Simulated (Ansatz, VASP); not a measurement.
# One calculation of Mg3O, two programs

```xyz
4
Lattice="4.2894 0.0000 0.0000 0.0000 4.2894 0.0000 0.0000 0.0000 3.7980" Properties=species:S:1:pos:R:3 pbc="T T T"
Mg    0.0000    2.1447    1.8990
Mg    2.1447    0.0000    1.8990
Mg    2.1447    2.1447    0.0000
O     0.0000    0.0000    0.0000
```

Alike in both runs: functional PBE; k mesh 12 × 12 × 12; occupations gaussian, width 0.1 eV; no spin polarisation.

Ansatz relaxed the structure, and its values are those at the end. VASP's run is a single point on that final structure, the one shown.

|  | VASP | Ansatz |
| --- | --- | --- |
| version | VASP 6.6.1 | Ansatz 0.2.0 |
| potentials or method | VASP PAW PBE potentials, release 64 (Mg, O), cutoff 520 eV | scalar-relativistic, plane waves, PAW |
| valence electrons in the cell | 12 | 36 |

Ansatz gave:

- gap on the k mesh at the Fermi level (eV): none
- pressure (GPa): 0.0

**Question.** Which values does VASP return?

**Answer.** gap on the k mesh at the Fermi level (eV): none; pressure (GPa): -0.1.

A gap of «none» marks a metal or a gap that the smearing closes. The functional is the same, so the differences come from potentials, cutoffs and numerics. VASP's potentials hold 12 valence electrons a cell and Ansatz's 36, so a difference there can come from the potentials and not from the codes.
